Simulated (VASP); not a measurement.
# In (C2/m) in VASP: a series of runs, part 2 of 2

VASP 6.6.1. Earlier steps stand in the parts before.

## (3) Electric field gradients, LDA (equal xy, yz and zx shear strains of -2 %)

Contents of INCAR:

```
PREC = Accurate ; ENCUT = 520
EDIFF = 1E-8 ; ISMEAR = -1
SIGMA = 0.05 ; LREAL = F
LASPH = T ; NELM = 80
ALGO = Normal ; ISIF = 2
LWAVE = F ; LCHARG = F
LEFG = T ; NBANDS = 12
```

Contents of KPOINTS:

```
regular mesh
0
Gamma
  14 14 14
```

Contents of POSCAR:

```
In
1.0
   -1.6671510000      1.6176720000      2.4739500000
    1.6176720000     -1.6671510000      2.4739500000
    1.6346280000      1.6346280000     -2.5064730000
In
1
Direct
    0.0000000000      0.0000000000      0.0000000000
```

Potentials or basis: VASP PAW LDA potentials, release 64 (In_d).

Run with:

```
cat potpaw_LDA.64/In_d/POTCAR > POTCAR
mpirun -np 1 vasp_std > vasp.out
```

OUTCAR:

```text
PREC = Accurate
   ENCUT = 520
   EDIFF = 1E-8
   ISMEAR = -1
   LREAL = F
   LASPH = T
   NELM = 80
   ISIF = 2

 ion  position               nearest neighbor table
   1  0.000  0.000  0.000-

  Warning from LATTYP: Got some problem with cell dimensions!
  Tried to take original basis but could not verify dimensions!
  LATTYP: Found a base centered monoclinic cell.
 ALAT       =     4.5539168681
 B/A-ratio  =     1.0200979445
 C/A-ratio  =     0.7278366462
 COS(beta)  =    -0.6657514815

  Lattice vectors:

 A1 = (  -3.2523000000,   0.0325230000,   0.0325230000)
 A2 = (   0.0325230000,  -3.2523000000,   0.0325230000)
 A3 = (   1.5851490000,   1.5851490000,   2.4414270000)

Analysis of symmetry for initial positions (statically):
=====================================================================
 Subroutine PRICEL returns:
 Original cell was already a primitive cell.
[... 545 lines left out ...]
  external PRESSURE =     -26.6239965 kB  Pullay stress =       0.0000000 kB

 VOLUME and BASIS-vectors are now :
 -----------------------------------------------------------------------------
  energy-cutoff  :      520.00
  volume of cell :       26.16
      direct lattice vectors                 reciprocal lattice vectors
    -1.667151000  1.617672000  2.473950000     0.005148319  0.309578726  0.205253214
     1.617672000 -1.667151000  2.473950000     0.309578726  0.005148319  0.205253214
     1.634628000  1.634628000 -2.506473000     0.310643272  0.310643272  0.006212865

 POSITION                                       TOTAL-FORCE (eV/Angst)
 -----------------------------------------------------------------------------------
      0.00000      0.00000      0.00000         0.000000      0.000000      0.000000
 -----------------------------------------------------------------------------------
    total drift:                                0.000000      0.000000      0.000000

  FREE ENERGIE OF THE ION-ELECTRON SYSTEM (eV)
  ---------------------------------------------------
  free  energy   TOTEN  =        -3.2078369191 eV

  energy  without entropy=       -3.2045584763  energy(sigma->0) =       -3.20619770

 Electric field gradients (V/A^2)
---------------------------------------------------------------------
 ion       V_xx      V_yy      V_zz      V_xy      V_xz      V_yz
---------------------------------------------------------------------
   1     -10.619   -10.619    21.238    -3.570    -5.041    -5.041
---------------------------------------------------------------------

 Electric field gradients after diagonalization (V/A^2)
 (convention: |V_zz| > |V_xx| > |V_yy|)
----------------------------------------------------------------------
 ion       V_xx      V_yy      V_zz     asymmetry (V_yy - V_xx)/ V_zz
----------------------------------------------------------------------
   1     -15.570    -7.049    22.619       0.377
----------------------------------------------------------------------

           NMR quadrupolar parameters

 Cq : quadrupolar parameter    Cq=e*Q*V_zz/h
 eta: asymmetry parameters     (V_yy - V_xx)/ V_zz
 Q  : nuclear electric quadrupole moment in mb (millibarn)
----------------------------------------------------------------------
 ion       Cq(MHz)       eta       Q (mb)
----------------------------------------------------------------------
   1       0.055       0.377       1.000
----------------------------------------------------------------------
```

stdout:

```text
POSCAR found type information on POSCAR In
 POSCAR found :  1 types and       1 ions
 scaLAPACK will be used
 LDA part: xc-table for (Slater(with rela. corr.)+CA(PZ))
 , standard interpolation
 POSCAR, INCAR and KPOINTS ok, starting setup
 FFT: planning ... GRIDC
 FFT: planning ... GRID_SOFT
 FFT: planning ... GRID
 WAVECAR not read
 entering main loop
ion   1
```

It took 2.2 min on 1 thread of AMD EPYC 9R14 (Zen 4), shared host; peak memory 0.29 GiB.

What came out:

```
Free energy                             : -3.2078 eV
Pressure                                : -2.7 GPa
Band gap on the k mesh                  : zero (an odd number of electrons rules out a gap without spin polarisation)
Largest electric field gradient by atom : In +22.6 V/Å²
```

Stress tensor (GPa, compression positive):
```
-2.72  0.20  0.13
 0.20 -2.72  0.13
 0.13  0.13 -2.55
```

Electric field gradients, principal values (V/Å²):
```csv
atom,least,middle,greatest (by size)
1 In,-7.049,-15.570,22.619
```

Caveat: the cell differs from its parent crystal (equal xy, yz and zx shear strains of -2 %); without QUAD_EFG the Cq values of the log hold for a quadrupole moment of 1 mb, not for the nuclei; spin-orbit coupling is left out, which moves the levels of the heavy elements.

## (4) Electric field gradients, LDA (equal xy, yz and zx shear strains of -1 %)

Contents of INCAR:

```
ALGO = Normal
EDIFF = 1E-8
ENCUT = 520
GGA = CA
ISIF = 2
ISMEAR = -1
LASPH = T
LCHARG = F
LEFG = T
LREAL = F
LWAVE = F
NBANDS = 12
NELM = 60
PREC = Accurate
SIGMA = 0.05
```

Contents of KPOINTS:

```
k-points
0
Gamma
  14 14 14
```

Contents of POSCAR:

```
In
1.0
   -1.6466505000      1.6219110000      2.4739500000
    1.6219110000     -1.6466505000      2.4739500000
    1.6303890000      1.6303890000     -2.4902115000
In
1
Direct
    0.0000000000      0.0000000000      0.0000000000
```

Potentials or basis: VASP PAW LDA potentials, release 64 (In_d).

Run with:

```
cat potpaw_LDA.64/In_d/POTCAR > POTCAR
mpirun -np 1 vasp_std > vasp.out
```

OUTCAR:

```text
EDIFF = 1E-8
   ENCUT = 520
   GGA = CA
   ISIF = 2
   ISMEAR = -1
   LASPH = T
   LREAL = F
   NELM = 60
   PREC = Accurate

 ion  position               nearest neighbor table
   1  0.000  0.000  0.000-

  Warning from LATTYP: Got some problem with cell dimensions!
  Tried to take original basis but could not verify dimensions!
  LATTYP: Found a base centered monoclinic cell.
 ALAT       =     4.5765650976
[... 574 lines left out ...]
    total drift:                                0.000000     -0.000000      0.000000

  FREE ENERGIE OF THE ION-ELECTRON SYSTEM (eV)
  ---------------------------------------------------
  free  energy   TOTEN  =        -3.2081986745 eV

  energy  without entropy=       -3.2048052206  energy(sigma->0) =       -3.20650195

 Electric field gradients (V/A^2)
---------------------------------------------------------------------
 ion       V_xx      V_yy      V_zz      V_xy      V_xz      V_yz
---------------------------------------------------------------------
   1     -10.882   -10.882    21.764    -1.672    -2.181    -2.181
---------------------------------------------------------------------

 Electric field gradients after diagonalization (V/A^2)
 (convention: |V_zz| > |V_xx| > |V_yy|)
----------------------------------------------------------------------
 ion       V_xx      V_yy      V_zz     asymmetry (V_yy - V_xx)/ V_zz
----------------------------------------------------------------------
   1     -12.829    -9.210    22.039       0.164
----------------------------------------------------------------------

           NMR quadrupolar parameters

 Cq : quadrupolar parameter    Cq=e*Q*V_zz/h
 eta: asymmetry parameters     (V_yy - V_xx)/ V_zz
 Q  : nuclear electric quadrupole moment in mb (millibarn)
----------------------------------------------------------------------
 ion       Cq(MHz)       eta       Q (mb)
----------------------------------------------------------------------
   1       0.053       0.164       1.000
----------------------------------------------------------------------
```

Wall time 2.4 min (1 thread of AMD EPYC 9R14 (Zen 4), shared host); peak memory 0.28 GiB.

What came out:

```yaml
Free_energy: -3.2082 eV
Pressure: -2.7 GPa
Band_gap_on_the_k_mesh: zero (an odd number of electrons rules out a gap without spin polarisation)
Largest_electric_field_gradient_by_atom: In +22.0 V/Å²
```

Electric field gradients, principal values (V/Å²):
```csv
atom,least,middle,greatest (by size)
1 In,-9.210,-12.829,22.039
```

Caveat: the cell differs from its parent crystal (equal xy, yz and zx shear strains of -1 %); without QUAD_EFG the Cq values of the log hold for a quadrupole moment of 1 mb, not for the nuclei; spin-orbit coupling is left out, which moves the levels of the heavy elements.
